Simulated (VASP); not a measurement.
# B (P2_1/c) in VASP: a series of runs

Runs on B. Level: PBE. Tasks: single point, relaxation of cell and atoms.

Program: VASP 6.6.1. These are calculated values, not measurements. Logs are shortened: lines on timing, memory, paths and dates and some standing lists are left out, and cuts for length are marked.

## 1. The cell of the first run

The structure is monoclinic, space group P2_1/c (No. 14). Conventional cell: a = 3.565 Å, b = 3.874 Å, c = 3.870 Å, α = 90.00°, β = 114.40°, γ = 90.00°. Within 2.6 Å of B (site symmetry -1) lie 6 B at 1.94 to 2.13 Å. Within 2.6 Å of B (site symmetry 1) lie 9 B at 1.94 to 2.56 Å.

## 2. Single point, PBE

Input file INCAR:

```
SYSTEM = B
PREC = Accurate
ENCUT = 520
EDIFF = 1E-6
ISMEAR = 0
SIGMA = 0.1
LREAL = .FALSE.
LASPH = .TRUE.
NELM = 60
ALGO = Normal
ISIF = 2
LWAVE = .FALSE.
LCHARG = .TRUE.
GGA = PE
LELF = .TRUE.
LVHAR = .TRUE.
NBANDS = 18
```

Input file KPOINTS:

```
Automatic mesh
0
G
  6 6 6
  0 0 0
```

Input file POSCAR:

```
B
1.0
    3.5645029618      0.0000000000      0.0000000000
    0.0000000000      3.8743370540      0.0000000000
   -1.5988737185      0.0000000000      3.5246985930
B
6
Direct
    0.0000000000      0.0000000000      0.0000000000
    0.0000000000      0.5000000000      0.5000000000
    0.4250000000      0.3600000000      0.2650000000
    0.5750000000      0.8600000000      0.2350000000
    0.5750000000      0.6400000000      0.7350000000
    0.4250000000      0.1400000000      0.7650000000
```

Potentials or basis: VASP PAW PBE potentials, release 64 (B).

On the command line:

```
$ cat potpaw_PBE.64/B/POTCAR > POTCAR
$ mpirun -np 1 vasp_std > vasp.out
```

OUTCAR:

```text
SYSTEM = B
   PREC = Accurate
   ENCUT = 520
   EDIFF = 1E-6
   ISMEAR = 0
   LREAL = .FALSE.
   LASPH = .TRUE.
   NELM = 60
   ISIF = 2
   GGA = PE

 ion  position               nearest neighbor table
   1  0.000  0.000  0.000-   4 1.94   6 1.94   5 2.00   3 2.00   6 2.13   4 2.13
   2  0.000  0.500  0.500-   5 1.94   3 1.94   6 2.00   4 2.00   3 2.13   5 2.13
   3  0.425  0.360  0.265-   2 1.94   5 1.99   1 2.00   4 2.03   4 2.03   6 2.11   6 2.11   2 2.13

   4  0.575  0.860  0.235-   1 1.94   6 1.99   2 2.00   3 2.03   3 2.03   5 2.11   5 2.11   1 2.13

   5  0.575  0.640  0.735-   2 1.94   3 1.99   1 2.00   6 2.03   6 2.03   4 2.11   4 2.11   2 2.13

   6  0.425  0.140  0.765-   1 1.94   4 1.99   2 2.00   5 2.03   5 2.03   3 2.11   3 2.11   1 2.13

  LATTYP: Found a simple monoclinic cell.
 ALAT       =     3.5645029618
 B/A-ratio  =     1.0869221026
 C/A-ratio  =     1.0858140041
 COS(beta)  =    -0.4131043283

  Lattice vectors:

 A1 = (   3.5645029618,   0.0000000000,   0.0000000000)
 A2 = (   0.0000000000,   3.8743370540,   0.0000000000)
 A3 = (  -1.5988737185,   0.0000000000,   3.5246985930)

Analysis of symmetry for initial positions (statically):
=====================================================================
 Subroutine PRICEL returns:
 Original cell was already a primitive cell.

 Routine SETGRP: Setting up the symmetry group for a
 simple monoclinic supercell.

 Subroutine GETGRP returns: Found  4 space group operations
 (whereof  2 operations were pure point group operations)
 out of a pool of  4 trial point group operations.

The static configuration has the point symmetry S_2 .
 The point group associated with its full space group is C_2h.

Analysis of symmetry for dynamics (positions and initial velocities):
=====================================================================
 Subroutine PRICEL returns:
 Original cell was already a primitive cell.

 Routine SETGRP: Setting up the symmetry group for a
 simple monoclinic supercell.

 Subroutine GETGRP returns: Found  4 space group operations
 (whereof  2 operations were pure point group operations)
 out of a pool of  4 trial point group operations.

The dynamic configuration has the point symmetry S_2 .
 The point group associated with its full space group is C_2h.

 Subroutine INISYM returns: Found  4 space group operations
 (whereof  2 operations are pure point group operations),
 and found     1 'primitive' translations

----------------------------------------------------------------------------------------

                                     Primitive cell

  volume of cell :      48.6764

  direct lattice vectors                    reciprocal lattice vectors
     3.564502962  0.000000000  0.000000000     0.280544023  0.000000000  0.127260375
     0.000000000  3.874337054  0.000000000     0.000000000  0.258108674  0.000000000
    -1.598873718  0.000000000  3.524698593     0.000000000  0.000000000  0.283712202

  length of vectors
     3.564502962  3.874337054  3.870387234     0.308058682  0.258108674  0.283712202

  position of ions in fractional coordinates (direct lattice)
     0.000000000  0.000000000  0.000000000
     1.000000000  0.500000000  0.500000000
     0.425000000  0.360000000  0.265000000
     0.575000000  0.860000000  0.235000000
     0.575000000  0.640000000  0.735000000
     0.425000000  0.140000000  0.765000000

  ion indices of the primitive-cell ions
   primitive index   ion index
                 1           1
                 2           2
                 3           3
                 4           4
                 5           5
                 6           6

----------------------------------------------------------------------------------------

 KPOINTS: Automatic mesh

Automatic generation of k-mesh.
 Grid dimensions read from file:
 generate k-points for:    6    6    6

 Generating k-lattice:

  Cartesian coordinates                     Fractional coordinates (reciprocal lattice)
     0.046757337  0.000000000  0.021210063     0.166666667  0.000000000  0.000000000
     0.000000000  0.043018112  0.000000000     0.000000000  0.166666667  0.000000000
     0.000000000  0.000000000  0.047285367     0.000000000  0.000000000  0.166666667

  Length of vectors
     0.051343114  0.043018112  0.047285367

  Shift w.r.t. Gamma in fractional coordinates (k-lattice)
     0.000000000  0.000000000  0.000000000

 Subroutine IBZKPT returns following result:
 ===========================================

 Found     80 irreducible k-points:

 Following reciprocal coordinates:
            Coordinates               Weight
  0.000000  0.000000  0.000000      1.000000
  0.166667  0.000000  0.000000      2.000000
  0.333333  0.000000  0.000000      2.000000
  0.500000  0.000000  0.000000      1.000000
  0.000000  0.166667  0.000000      2.000000
  0.166667  0.166667  0.000000      4.000000
[... 16 lines left out ...]
  0.000000  0.166667  0.166667      4.000000
  0.166667  0.166667  0.166667      4.000000
 [... further k-points ...]
   k-points           NKPTS =     80   k-points in BZ     NKDIM =     80   number of bands    NBANDS=     18
   number of dos      NEDOS =    301   number of ions     NIONS =      6
   total plane-waves  NPLWV =  25200
   dimension x,y,z NGX =    28 NGY =   30 NGZ =   30
   dimension x,y,z NGXF=    56 NGYF=   60 NGZF=   60
   ions per type =               6
   NGX,Y,Z   is equivalent  to a cutoff of  13.06, 12.87, 12.89 a.u.
   NGXF,Y,Z  is equivalent  to a cutoff of  26.12, 25.75, 25.77 a.u.
 SYSTEM =  B
   PREC   = accura    normal or accurate (medium, high low for compatibility)
   ISTART =      0    job   : 0-new  1-cont  2-samecut
   ICHARG =      2    charge: 1-file 2-atom 10-const
   ISPIN  =      1    spin polarized calculation?
   LNONCOLLINEAR =      F non collinear calculations
   LSORBIT =      F    spin-orbit coupling
   LASPH  =      T    aspherical Exc in radial PAW
   ENCUT  =  520.0 eV  38.22 Ry    6.18 a.u.   6.63  7.20  7.20*2*pi/ulx,y,z
   NELM   =     60;   NELMIN=  2; NELMDL= -5     # of ELM steps
   EDIFF  = 0.1E-05   stopping-criterion for ELM
   LREAL  =      F    real-space projection
   EDIFFG = 0.1E-04   stopping-criterion for IOM
   NSW    =      0    number of steps for IOM
   IBRION =     -1    ionic relax: 0-MD 1-quasi-New 2-CG
[... 15 lines left out ...]
     AMIX_MAG =   1.60;   BMIX_MAG =  1.00
  volume/ion in A,a.u.               =       8.11        54.75
  Fermi-wavevector in a.u.,A,eV,Ry     =   1.175059  2.220539 18.786419  1.380763
  Thomas-Fermi vector in A             =   2.311446
   LORBIT       =      0    0 simple, 1 ext, 2 COOP (PROOUT), +10 PAW based schemes
   GGA     = PE    functional components
   LHFCALC =     F    Hartree Fock is set to
   AEXX    =    0.0000 exact exchange contribution
   IVDW    =     0    specifies the selected vdW correction
   LEPSILON=     F    determine dielectric tensor
   LRPA    =     F    only Hartree local field effects (RPA)
 non-spin polarized calculation
 Gauss-broadening in eV      SIGMA  =   0.10
  energy-cutoff  :      520.00
  volume of cell :       48.68
 maximum number of plane-waves:      1332
 NGX is ok and might be reduce to    28
   NGX = 13   NGY = 15   NGZ = 15

 number of electron      17.9999999 magnetization

 Free energy of the ion-electron system (eV)
  ---------------------------------------------------
  ext. energy  EPLUGINS =         0.00000000
  ---------------------------------------------------
  free energy    TOTEN  =       -31.23302705 eV

  energy without entropy =      -31.22389176  energy(sigma->0) =      -31.22845941

 E-fermi :   6.1314     XC(G=0): -11.5558

 val. band max:        6.1313681449   @ k =   0.0000   0.1667   0.1667
 cond. band min:       6.1475847509   @ k =   0.0000   0.3333   0.1667
 fundamental gap:      0.0162166060
 Fermi energy:         6.1314104569

 k-point     1 :       0.0000    0.0000    0.0000
  band No.  band energies     occupation
      1      -9.1517      2.00000
      2      -2.5815      2.00000
      3      -1.6025      2.00000
      4       0.6707      2.00000
      5       1.1386      2.00000
      6       1.2191      2.00000
[... 10 lines left out ...]
     17      11.6409      0.00000
     18      12.5930      0.00000

 k-point     2 :       0.1667    0.0000    0.0000
  band No.  band energies     occupation
      1      -8.8569      2.00000
      2      -2.5250      2.00000
      3      -1.9603      2.00000
      4      -0.0359      2.00000
      5       0.3340      2.00000
      6       0.6582      2.00000
[... 10 lines left out ...]
     17      11.5077      0.00000
     18      14.2777      0.00000

 k-point     3 :       0.3333    0.0000    0.0000
  band No.  band energies     occupation
      1      -8.0211      2.00000
      2      -3.8782      2.00000
      3      -2.4159      2.00000
      4      -0.3212      2.00000
      5       0.2682      2.00000
      6       0.3169      2.00000
[... 10 lines left out ...]
     17      13.0225      0.00000
     18      15.5148      0.00000

 k-point     4 :       0.5000    0.0000    0.0000
  band No.  band energies     occupation
      1      -7.2108      2.00000
      2      -5.2089      2.00000
      3      -2.3566      2.00000
      4      -0.6970      2.00000
      5       0.3218      2.00000
      6       1.3671      2.00000
[... 10 lines left out ...]
     17      15.0502      0.00000
     18      15.9676      0.00000

 k-point     5 :       0.0000    0.1667    0.0000
  band No.  band energies     occupation
      1      -8.9319      2.00000
      2      -3.9679      2.00000
      3      -0.8082      2.00000
      4       0.7422      2.00000
      5       0.9838      2.00000
      6       2.5540      2.00000
[... 10 lines left out ...]
     17      12.8063      0.00000
     18      13.0474      0.00000

 k-point     6 :       0.1667    0.1667    0.0000
  band No.  band energies     occupation
      1      -8.6382      2.00000
      2      -3.7595      2.00000
      3      -1.4736      2.00000
      4      -0.2155      2.00000
      5       0.4558      2.00000
      6       1.9512      2.00000
[... 307 lines left out ...]
 k-point    21 :      -0.3333    0.0000    0.1667
  band No.  band energies     occupation
      1      -8.1678      2.00000
      2      -2.9262      2.00000
      3      -2.7814      2.00000
      4      -1.4065      2.00000
      5       0.2210      2.00000
      6       2.2506      2.00000
[... 10 lines left out ...]
     17      11.7811      0.00000
     18      16.2761      0.00000

 k-point    22 :      -0.1667    0.0000    0.1667
  band No.  band energies     occupation
      1      -8.8135      2.00000
      2      -2.7684      2.00000
      3      -1.5498      2.00000
      4      -0.9360      2.00000
      5       0.7002      2.00000
      6       1.4028      2.00000
[... 10 lines left out ...]
     17      11.3581      0.00000
     18      13.8888      0.00000

 k-point    23 :       0.0000    0.1667    0.1667
  band No.  band energies     occupation
      1      -8.6676      2.00000
      2      -3.9514      2.00000
      3      -2.0269      2.00000
      4      -0.0487      2.00000
      5       1.4658      2.00000
      6       2.6953      2.00000
[... 10 lines left out ...]
     17      12.5735      0.00000
     18      14.0249      0.00000

 k-point    24 :       0.1667    0.1667    0.1667
  band No.  band energies     occupation
      1      -8.1610      2.00000
      2      -3.9348      2.00000
      3      -2.4966      2.00000
      4      -1.5425      2.00000
      5       0.8344      2.00000
      6       2.6509      2.00000
[... 10 lines left out ...]
     17      13.1020      0.00000
     18      14.4054      0.00000

 [... further k-points ...]

------------------------ aborting loop because EDIFF is reached ----------------------------------------

  FORCE on cell =-STRESS in cart. coord.  units (eV):
  Direction    XX          YY          ZZ          XY          YZ          ZX
  --------------------------------------------------------------------------------------
  -------------------------------------------------------------------------------------
  Total      -14.4578959    -11.6080745     -2.4750937      0.0000000      0.0000000     -2.2982967
  in kB     -475.8798434   -382.0783280    -81.4674010      0.0000000      0.0000000    -75.6481495
  external PRESSURE =    -313.1418575 kB  Pullay stress =       0.0000000 kB

 VOLUME and BASIS-vectors are now :
 -----------------------------------------------------------------------------
  energy-cutoff  :      520.00
  volume of cell :       48.68
      direct lattice vectors                 reciprocal lattice vectors
     3.564502962  0.000000000  0.000000000     0.280544023  0.000000000  0.127260375
     0.000000000  3.874337054  0.000000000     0.000000000  0.258108674  0.000000000
    -1.598873718  0.000000000  3.524698593     0.000000000  0.000000000  0.283712202

 POSITION                                       TOTAL-FORCE (eV/Angst)
 -----------------------------------------------------------------------------------
      0.00000      0.00000      0.00000        -0.000000     -0.000000      0.000000
     -0.79944      1.93717      1.76235        -0.000000     -0.000000      0.000000
      1.09121      1.39476      0.93405         0.034849     -0.617772      0.335710
      1.67385      3.33193      0.82830        -0.034849     -0.617772     -0.335710
      0.87442      2.47958      2.59065        -0.034849      0.617772     -0.335710
      0.29178      0.54241      2.69639         0.034849      0.617772      0.335710
 -----------------------------------------------------------------------------------
    total drift:                                0.000000      0.000000     -0.000000

  FREE ENERGIE OF THE ION-ELECTRON SYSTEM (eV)
  ---------------------------------------------------
  free  energy   TOTEN  =       -31.2330270465 eV

  energy  without entropy=      -31.2238917649  energy(sigma->0) =      -31.22845941
```

Run time: 2.1 min. Hardware: 1 thread of AMD EPYC 7R13, shared host; peak memory 0.16 GiB.

What came out:

```yaml
Free_energy: -31.2330 eV
Pressure: -31.3 GPa
Largest_force: 0.704 eV/Å
Band_gap_on_the_k_mesh: zero (band 9 reaches 9.46 eV, above the bottom of band 10 at 4.29 eV)
```

Forces on the atoms (eV/Å):
```
B    0.000  0.000  0.000
B    0.000  0.000  0.000
B    0.035 -0.618  0.336
B   -0.035 -0.618 -0.336
B   -0.035  0.618 -0.336
B    0.035  0.618  0.336
```

Stress tensor (GPa, compression positive):
```
-47.59   0.00  -7.56
  0.00 -38.21   0.00
 -7.56   0.00  -8.15
```

## 3. Relaxation of cell and atoms, PBE

Input file INCAR:

```
SYSTEM = B
ALGO = Normal ; EDIFF = 1E-6
EDIFFG = -0.04 ; ENCUT = 600
GGA = PE ; IBRION = 2
ISIF = 3 ; ISMEAR = 0
LASPH = .TRUE. ; LCHARG = .FALSE.
LREAL = .FALSE. ; LWAVE = .FALSE.
NELM = 100 ; NSW = 90
PREC = Accurate ; SIGMA = 0.1
```

Input file KPOINTS:

```
k-points
0
G
  6 4 6
  0 0 0
```

POSCAR is that of step 2.

Potentials or basis: VASP PAW PBE potentials, release 64 (B).

On the command line:

```
$ cat potpaw_PBE.64/B/POTCAR > POTCAR
$ mpirun -np 1 vasp_std > vasp.out
```

Wall time 21 min (1 thread of AMD EPYC 7R13, shared host); peak memory 0.16 GiB.

Results (log left out):

* Free energy: -38.1161 eV
* Relaxed volume: 6.73 Å³/atom
* Relaxed cell: a = 3.252 Å, b = 2.901 Å, c = 4.996 Å, α = 90.00°, β = 121.02°, γ = 90.00°
* Space group after relaxing (to 0.05 Å): R-3m (No. 166)
* Energy gained by relaxing: 1150.3 meV/atom
* Ionic steps: 40
* Pressure after relaxing: -0.5 GPa
* Largest force after relaxing: 0.031 eV/Å
* Band gap on the k mesh: zero (band 9 reaches 11.54 eV, above the bottom of band 10 at 3.91 eV)

Forces on the atoms (eV/Å):
```
B    0.000  0.000  0.000
B    0.000  0.000  0.000
B    0.003 -0.030  0.008
B   -0.003 -0.030 -0.008
B   -0.003  0.030 -0.008
B    0.003  0.030  0.008
```

Stress tensor (GPa, compression positive):
```
-0.32  0.00 -0.52
 0.00 -0.82  0.00
-0.52  0.00 -0.47
```

Step by step:
```
step  energy change (eV)  largest force (eV/Å)  pressure (GPa)  volume (Å³)
   1              0.0000                0.7162          -31.75        48.68
   2             -1.7259                0.5658           12.84        38.10
   3             -1.7260                0.5666           13.18        38.06
   4             -2.8797                0.6139           28.59        36.66
   5             -2.0167                1.7264           79.10        33.68
   6             -3.1003                0.8218           42.91        35.67
   7             -3.8302                0.6406           17.63        38.99
   8             -3.9123                0.6512            8.43        40.62
   9             -4.0516                0.4659            1.69        41.55
  10             -4.0735                0.3869           -1.66        42.09
  11             -4.1075                0.4422           -0.90        41.97
  12             -4.1932                0.6349            1.32        41.57
  13             -4.3115                1.3125            4.43        40.71
  14             -3.7262                2.4840           16.67        38.72
  15             -4.3058                1.4290            4.55        40.55
  16             -4.3183                1.4718            4.52        40.54
  17             -4.3556                1.5829            4.45        40.49
  18             -4.4162                1.7557            4.31        40.40
  19             -4.4464                2.2111            4.96        40.18
  20             -4.5219                2.3352            4.49        40.22
  21             -4.5570                2.9644            3.84        40.28
  22             -4.5783                2.6383            3.95        40.26
  23             -4.7456                2.5975            2.82        40.37
  24             -5.2029                2.3891           -0.27        40.69
  25             -5.8569                1.7285           -4.89        41.30
  26             -5.7458                1.6985           -5.61        42.43
  27             -6.0577                1.2019           -6.87        41.79
  28             -6.4103                0.9113           -2.38        41.38
  29             -6.5952                1.2030            4.35        40.85
  30             -6.7378                0.5901           -0.61        41.24
  31             -6.7656                0.3646           -3.26        41.48
  32             -6.8053                0.2649           -2.45        41.13
  33             -6.8739                0.1001            0.47        40.14
  34             -6.8756                0.1594            1.46        39.85
  35             -6.8895                0.2235            1.07        39.83
  36             -6.8896                0.2168            1.08        39.83
  37             -6.8978                0.1044            0.67        40.06
  38             -6.9001                0.0636            0.35        40.27
  39             -6.9007                0.0487           -1.22        40.48
  40             -6.9017                0.0314           -0.54        40.38
```

Final structure:
```cif
data_structure
_symmetry_space_group_name_H-M 'P 1'
_symmetry_Int_Tables_number 1
_cell_length_a 3.2515
_cell_length_b 2.9006
_cell_length_c 4.9965
_cell_angle_alpha 90.000
_cell_angle_beta 121.020
_cell_angle_gamma 90.000
_cell_volume 40.38
loop_
_atom_site_label
_atom_site_type_symbol
_atom_site_fract_x
_atom_site_fract_y
_atom_site_fract_z
_atom_site_occupancy
B1 B 0.00000 0.00000 0.00000 1
B2 B 0.00000 0.50000 0.50000 1
B3 B 0.40894 0.50173 0.30202 1
B4 B 0.59106 0.00173 0.19798 1
B5 B 0.59106 0.49827 0.69798 1
B6 B 0.40894 0.99827 0.80202 1
```

Levels at points of the mesh, in eV from the Fermi level:
```tsv
k point	band 5	band 6	band 7	band 8	band 9	band 10	band 11	band 12	band 13
(0.00, 0.00, 0.00)	-5.16	-5.03	-3.58	-0.06	0.07	1.11	2.97	3.29	3.35
(0.50, 0.00, 0.00)	-5.20	-2.20	-2.07	-1.90	1.25	1.99	4.97	5.71	5.79
(0.00, 0.50, 0.00)	-6.58	-6.58	-3.43	-3.43	-1.36	-1.36	3.74	3.74	5.53
(0.50, 0.50, 0.00)	-7.55	-7.55	-7.05	-7.05	0.34	0.34	5.45	5.45	8.22
(0.00, 0.00, 0.50)	-3.47	-3.47	-2.73	-2.73	-1.47	-1.47	4.68	4.68	6.31
(0.50, 0.00, 0.50)	-6.27	-6.27	-2.53	-2.53	4.10	4.10	4.65	4.65	5.52
(0.00, 0.50, 0.50)	-5.25	-5.25	-2.08	-2.08	1.36	1.36	1.94	1.94	4.99
(0.50, 0.50, 0.50)	-5.79	-5.79	-5.04	-5.04	-3.53	-3.53	3.14	3.14	9.71
```

Caveat: the k points lie up to 0.54 Å⁻¹ apart in the final cell; the volume moved by over 15 % at a fixed basis, so the end points are rough.
